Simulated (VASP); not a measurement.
The system is BN.

```
B N
1.0
     0.15659   -1.45779   -1.92668
     0.05714    1.67616   -2.14505
     3.37764   -0.09946   -0.21373
B N
2 2
Direct
  0.50396 0.49670 0.50223
  0.99722 0.00334 0.00730
  0.99678 0.49266 0.24712
  0.50204 0.00730 0.74335
```

This cell differs from its parent crystal: all atoms moved at random, sigma 0.02 Å a component, cell strained at random, sigma 0.1.

| Item | Value |
| --- | --- |
| Program | VASP 6.6.1 |
| Task | relaxation of cell and atoms |
| Functional | PBE |
| Potentials or basis | VASP PAW PBE potentials, release 64 (B, N) |
| Cutoff | 600 eV |
| k mesh | 8 × 8 × 6 |
| Occupations | gaussian, width 0.05 eV |
| Spin | no spin polarisation |

At the start: pressure 62.1 GPa; volume 5.34 Å³/atom.

**Question.** Where does the relaxation end?

**Answer.** Over 12 steps the energy falls by 837.3 meV/atom and the volume is 5.95 Å³/atom (+11.3 %); space group F-43m (No. 216, to 0.05 Å).

Step by step:
```tsv
step	energy change (eV)	largest force (eV/Å)	pressure (GPa)	volume (Å³)
1	0.0000	2.7115	62.08	21.37
2	-2.2306	2.2038	-26.75	27.25
3	-2.6912	2.6698	-12.90	24.94
4	-3.1371	1.1778	-3.07	24.01
5	-3.2553	0.7193	-6.83	24.31
6	-3.3249	0.7251	5.81	23.46
7	-3.3423	0.3453	1.35	23.71
8	-3.3478	0.2146	-0.32	23.82
9	-3.3491	0.0707	0.16	23.79
10	-3.3494	0.0186	-0.16	23.81
11	-3.3494	0.0141	-0.12	23.80
12	-3.3494	0.0080	0.04	23.79
```

Final structure:
```yaml
crystal:
  lattice:
    - [0.00409, -1.81393, -1.80875]
    - [-0.00150, 1.80729, -1.81701]
    - [3.62430, 0.00334, 0.00177]
  atoms:
    - { symbol: B, position: [0.49998, 0.49999, 0.49997] }
    - { symbol: B, position: [0.99998, 0.99999, 0.00003] }
    - { symbol: N, position: [0.00005, 0.50001, 0.25002] }
    - { symbol: N, position: [0.50000, 0.00000, 0.74999] }
```

Caveat: the cell differs from its parent crystal (all atoms moved at random, sigma 0.02 Å a component, cell strained at random, sigma 0.1).
